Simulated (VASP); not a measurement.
# Al (I4_1/amd) in VASP: relaxation of cell and atoms with BLYP

Aim: the relaxation of cell and atoms of Al with BLYP.

All numbers are computed with VASP 6.6.1; they aren't measurements. Logs are shortened: lines on timing, memory, paths and dates and some standing lists are left out, and cuts for length are marked.

**1. The cell of the first run**

The structure is tetragonal, space group I4_1/amd (No. 141). Conventional cell: a = 5.036 Å, b = 5.036 Å, c = 2.750 Å, α = 90.00°, β = 90.00°, γ = 90.00°. Al (site symmetry -4m2) has 10 Al at 2.61 to 3.25 Å within 3.4 Å.

**2. Relaxation of cell and atoms, BLYP**

The input, INCAR:

```
  AGGAC = 1.0
  AGGAX = 1.0
  ALDAC = 0.0
  ALDAX = 1.0
  ALGO = Normal
  EDIFF = 1E-6
  EDIFFG = -0.01
  ENCUT = 600
  GGA = B5
  IBRION = 2
  ISIF = 3
  ISMEAR = -1
  ISYM = 0
  LASPH = T
  LCHARG = F
  LREAL = F
  LWAVE = F
  NELM = 60
  NSW = 80
  PREC = Accurate
  SIGMA = 0.1
```

The input, KPOINTS:

```
k-points
0
Gamma
  13 13 9
```

The input, POSCAR:

```
Al
1.0
   -2.5179409410      2.5179409410      1.3747957538
    2.5179409410     -2.5179409410      1.3747957538
    2.5179409410      2.5179409410     -1.3747957538
Al
2
Direct
    0.0000000000      0.0000000000      0.0000000000
    0.7500000000      0.2500000000      0.5000000000
```

Potentials or basis: VASP PAW PBE potentials, release 64 (Al).

On the command line:

```bash
> cat potpaw_PBE.64/Al/POTCAR > POTCAR
> mpirun -np 1 vasp_std > vasp.out
```

OUTCAR:

```text
EDIFF = 1E-6
   EDIFFG = -0.01
   ENCUT = 600
   GGA = B5
   IBRION = 2
   ISIF = 3
   ISMEAR = -1
   ISYM = 0
   LASPH = T
   LREAL = F
   NELM = 60
   NSW = 80
   PREC = Accurate

 ion  position               nearest neighbor table
   1  0.000  0.000  0.000-   2 2.61   2 2.61   2 2.61   2 2.61   2 3.25   2 3.25   2 3.25   2 3.25

   2  0.750  0.250  0.500-   1 2.61   1 2.61   1 2.61   1 2.61   1 3.25   1 3.25   1 3.25   1 3.25

IMPORTANT INFORMATION: All symmetrisations will be switched off!
NOSYMM: (Re-)initialisation of all symmetry stuff for point group C_1.

----------------------------------------------------------------------------------------

                                     Primitive cell

  volume of cell :      34.8650

  direct lattice vectors                    reciprocal lattice vectors
    -2.517940941  2.517940941  1.374795754     0.000000000  0.198574951  0.363690387
     2.517940941 -2.517940941  1.374795754     0.198574951  0.000000000  0.363690387
     2.517940941  2.517940941 -1.374795754     0.198574951  0.198574951  0.000000000

  length of vectors
     3.817082201  3.817082201  3.817082201     0.414370256  0.414370256  0.280827389

  position of ions in fractional coordinates (direct lattice)
     0.000000000  0.000000000  0.000000000
     0.750000000  0.250000000  0.500000000

  ion indices of the primitive-cell ions
   primitive index   ion index
                 1           1
                 2           2

----------------------------------------------------------------------------------------

 KPOINTS: k-points

Automatic generation of k-mesh.
 Grid dimensions read from file:
 generate k-points for:   13   13    9

 Generating k-lattice:

  Cartesian coordinates                     Fractional coordinates (reciprocal lattice)
     0.000000000  0.015274996  0.027976184     0.076923077 -0.000000000  0.000000000
     0.015274996  0.000000000  0.027976184    -0.000000000  0.076923077  0.000000000
     0.022063883  0.022063883  0.000000000     0.000000000  0.000000000  0.111111111

  Length of vectors
     0.031874635  0.031874635  0.031203043

  Shift w.r.t. Gamma in fractional coordinates (k-lattice)
     0.000000000  0.000000000  0.000000000

 -----------------------------------------------------------------------------
|                                                                             |
[... 92 lines left out ...]
  Fermi-wavevector in a.u.,A,eV,Ry     =   0.910602  1.720789 11.281909  0.829197
  Thomas-Fermi vector in A             =   2.034784
   LORBIT       =      0    0 simple, 1 ext, 2 COOP (PROOUT), +10 PAW based schemes
   GGA     = B5    functional components
   LHFCALC =     F    Hartree Fock is set to
   AEXX    =    0.0000 exact exchange contribution
   IVDW    =     0    specifies the selected vdW correction
   LEPSILON=     F    determine dielectric tensor
   LRPA    =     F    only Hartree local field effects (RPA)
 conjugate gradient relaxation of ions
 non-spin polarized calculation
  energy-cutoff  :      600.00
  volume of cell :       34.86
 maximum number of plane-waves:      1196
   NGX = 15   NGY = 15   NGZ = 15

--------------------------------------- Ionic step        1  -------------------------------------------

 number of electron       6.0000000 magnetization

 Free energy of the ion-electron system (eV)
  ---------------------------------------------------
  ext. energy  EPLUGINS =         0.00000000
  ---------------------------------------------------
  free energy    TOTEN  =        -4.94459336 eV

  energy without entropy =       -4.91183089  energy(sigma->0) =       -4.92821213

------------------------ aborting loop because EDIFF is reached ----------------------------------------

  FORCE on cell =-STRESS in cart. coord.  units (eV):
  Direction    XX          YY          ZZ          XY          YZ          ZX
  --------------------------------------------------------------------------------------
  -------------------------------------------------------------------------------------
  Total        2.9376273      2.9376274      1.5373913     -0.0166455     -0.0834114     -0.0834111
  in kB      134.9951084    134.9951131     70.6489552     -0.7649253     -3.8330697     -3.8330566
  external PRESSURE =     113.5463922 kB  Pullay stress =       0.0000000 kB
[... 89 lines left out ...]
  FREE ENERGIE OF THE ION-ELECTRON SYSTEM (eV)
  ---------------------------------------------------
  free  energy   TOTEN  =        -5.1522266015 eV

  energy  without entropy=       -5.1154999593  energy(sigma->0) =       -5.13386328

[... ionic steps 4 to 43 ...]

--------------------------------------- Ionic step       44  -------------------------------------------

 number of electron       6.0000000 magnetization

------------------------ aborting loop because EDIFF is reached ----------------------------------------
[... 67 lines left out ...]
--------------------------------------- Ionic step       46  -------------------------------------------

 number of electron       6.0000000 magnetization

 Free energy of the ion-electron system (eV)
  ---------------------------------------------------
  ext. energy  EPLUGINS =         0.00000000
  ---------------------------------------------------
  free energy    TOTEN  =        -5.41032196 eV

  energy without entropy =       -5.38416685  energy(sigma->0) =       -5.39724440

 E-fermi :   7.1558     XC(G=0):  -9.1237

 val. band max:        7.1527332138   @ k =   0.3846   0.3846   0.2222
 cond. band min:       7.1631431303   @ k =  -0.0000   0.3846   0.2222
 fundamental gap:      0.0104099165
 Fermi energy:         7.1558230469

 k-point     1 :       0.0000    0.0000    0.0000
  band No.  band energies     occupation
      1      -3.1652      2.00000
      2       4.1719      2.00000
      3       4.9350      2.00000
      4      11.5217      0.00000
      5      12.5845      0.00000
      6      14.6525      0.00000
      7      15.9111      0.00000
[... 221 lines left out ...]
 k-point    24 :       0.2308    0.1538    0.0000
  band No.  band energies     occupation
      1       1.7960      2.00000
      2       5.1563      2.00000
      3       7.2267      0.65955
      4       7.6029      0.02262
      5       9.2031      0.00000
      6       9.9513      0.00000
      7      10.8586      0.00000

 [... further k-points ...]
[... 5 lines left out ...]
  --------------------------------------------------------------------------------------
  -------------------------------------------------------------------------------------
  Total        0.0030640      0.0030640     -0.0126650      0.0039147     -0.0010090     -0.0010090
  in kB        0.1305802      0.1305797     -0.5397504      0.1668361     -0.0429997     -0.0430018
  external PRESSURE =      -0.0928635 kB  Pullay stress =       0.0000000 kB
[... 17 lines left out ...]
  FREE ENERGIE OF THE ION-ELECTRON SYSTEM (eV)
  ---------------------------------------------------
  free  energy   TOTEN  =        -5.4103219596 eV

  energy  without entropy=       -5.3841668461  energy(sigma->0) =       -5.39724440

 reached required accuracy - stopping structural energy minimisation
```

CONTCAR:

```text
Al
   1.00000000000000
    -3.2513540671764840    2.8937462668699072    1.4063914260849828
     2.8937462489173873   -3.2513541048614427    1.4063914551915322
     2.4661962003543625    2.4661962055679170   -2.2904852544605538
  Al
     2
Direct
     0.9885187777057968    0.0114812233248079    0.0000000000225852
     0.7614812222942032    0.2385187766751921    0.4999999999774147

  0.00000000E+00  0.00000000E+00  0.00000000E+00
  0.00000000E+00  0.00000000E+00  0.00000000E+00
```

Run time: 32 min. Hardware: 1 thread of AMD EPYC 9R45 (Zen 5), shared host; peak memory 0.31 GiB.

What came out:

```yaml
Free_energy: -5.4103 eV
Relaxed_volume: 18.80 Å³/atom
Relaxed_cell: a = 4.574 Å, b = 4.574 Å, c = 4.173 Å, α = 102.41°, β = 102.41°, γ = 143.59°
Space_group_after_relaxing_to_0.1_Å: Cmcm (No. 63)
Energy_gained_by_relaxing: 232.9 meV/atom
Ionic_steps: 46
Pressure_after_relaxing: 0.0 GPa
Band_gap_on_the_k_mesh: zero (bands 3 and 4 overlap by 8.62 eV)
```

The path:
```csv
step,energy change (eV),largest force (eV/Å),pressure (GPa),volume (Å³)
1,0.0000,0.0066,11.35,34.86
3,-0.2076,0.0208,-0.19,41.29
5,-0.2133,0.0438,0.15,40.97
7,-0.2158,0.0640,0.01,41.12
9,-0.2416,0.1177,-2.26,43.22
11,-0.2488,0.0946,-2.90,43.88
13,-0.2515,0.0806,-3.19,44.23
15,-0.2526,0.0742,-3.29,44.36
17,-0.2545,0.0644,-3.40,44.49
19,-0.2635,0.0620,-3.21,44.17
21,-0.2955,0.0470,-2.40,42.92
23,-0.3490,0.1112,2.59,38.05
25,-0.3703,0.0906,1.52,38.59
27,-0.3827,0.0852,5.41,35.81
29,-0.4399,0.0366,0.37,38.39
31,-0.4455,0.0026,-0.99,39.22
33,-0.4581,0.0424,0.03,37.97
35,-0.4591,0.0184,-0.05,37.94
37,-0.4606,0.0360,-0.34,38.05
39,-0.4650,0.0312,0.20,37.49
41,-0.4651,0.0301,0.28,37.41
43,-0.4655,0.0132,0.13,37.49
45,-0.4657,0.0070,-0.08,37.65
46,-0.4657,0.0006,-0.01,37.59
```

Final structure:
```yaml
crystal:
  lattice:
    - [-3.25135, 2.89375, 1.40639]
    - [2.89375, -3.25135, 1.40639]
    - [2.46620, 2.46620, -2.29049]
  atoms:
    - { symbol: Al, position: [0.98852, 0.01148, 0.00000] }
    - { symbol: Al, position: [0.76148, 0.23852, 0.50000] }
```

Levels at points of the mesh, in eV from the Fermi level:
| k point | band 1 | band 2 | band 3 | band 4 | band 5 | band 6 | band 7 |
| --- | --- | --- | --- | --- | --- | --- | --- |
| (0.00, 0.00, 0.00) | -10.32 | -2.98 | -2.22 | 4.37 | 5.43 | 7.50 | 8.76 |

Caveat: a cell axis changed by over 15 % at a fixed basis, so the end point is rough; the PAW data sets were made with another functional, which shifts forces and pressure a little.
